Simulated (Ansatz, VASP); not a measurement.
# GaSb in VASP and in Ansatz

The input INCAR:

```
PREC     = Accurate       # precision mode
ENCUT    = 520            # plane-wave cutoff, eV
EDIFF    = 1E-7           # SCF threshold, eV
ISMEAR   = 0              # smearing method
SIGMA    = 0.15           # smearing width, eV
LREAL    = False          # projectors in reciprocal space
LASPH    = True           # aspherical terms in the spheres
NELM     = 80             # most SCF steps
ALGO     = Normal         # electronic algorithm
ISIF     = 2              # what is computed and relaxed
LWAVE    = False          # write WAVECAR
LCHARG   = False          # write CHGCAR
GGA      = PE             # functional
NBANDS   = 16             # bands
```

Contents of KPOINTS:

```
regular mesh
0
Gamma
  14 14 14
```

The input POSCAR:

```
GaSb
1.0
    0.0000000000      3.1139385175      3.2847452716
    3.2847452716      0.0000000000      3.2847452716
    3.2847452716      3.1139385175      0.0000000000
Ga Sb
1 1
Direct
    0.0000000000      0.0000000000      0.0000000000
    0.7500000000      0.7500000000      0.7500000000
```

Input for Ansatz:

```yaml
crystal:
  lattice:
    - [0.0, 3.1139385175, 3.2847452716]
    - [3.2847452716, 0.0, 3.2847452716]
    - [3.2847452716, 3.1139385175, 0.0]
  atoms:
    - { symbol: Ga, position: [0.0, 0.0, 0.0] }
    - { symbol: Sb, position: [0.75, 0.75, 0.75] }
basis:
  ecutwfc: 420
kpoints:
  mp_grid: { grid: [14, 14, 14] }
hamiltonian:
  xc: pbe
  pseudopotentials: { kind: paw, azcp: { folder: soft_1 } }
scf:
  occupations: { method: gaussian, width: 0.15 }
output:
  forces: true
  stress: true
  eigenvalues: true
```

Alike in both runs: task single point; functional PBE; k mesh 14 × 14 × 14; occupations gaussian, width 0.15 eV; no spin polarisation.

|  | VASP | Ansatz |
| --- | --- | --- |
| version | VASP 6.6.1 | Ansatz 0.2.0 |
| potentials or method | VASP PAW PBE potentials, release 64 (Ga_d, Sb), cutoff 520 eV | scalar-relativistic, plane waves, PAW |
| valence electrons in the cell | 18 | 28 |

Ansatz gave:

* gap on the k mesh at the Fermi level (eV): 0.10
* least direct gap on the mesh (eV): 0.25
* pressure (GPa): -3.8
* traceless stress, the component that is largest in VASP (GPa): 1.23

Question: Estimate VASP's values.

Answer: gap on the k mesh at the Fermi level (eV): 0.09; least direct gap on the mesh (eV): 0.25; pressure (GPa): -3.8; traceless stress, the component that is largest in VASP (GPa): 1.23.

VASP's potentials hold 18 valence electrons a cell and Ansatz's 28, so a difference there can come from the potentials and not from the codes.

Neither program's run includes spin-orbit coupling.
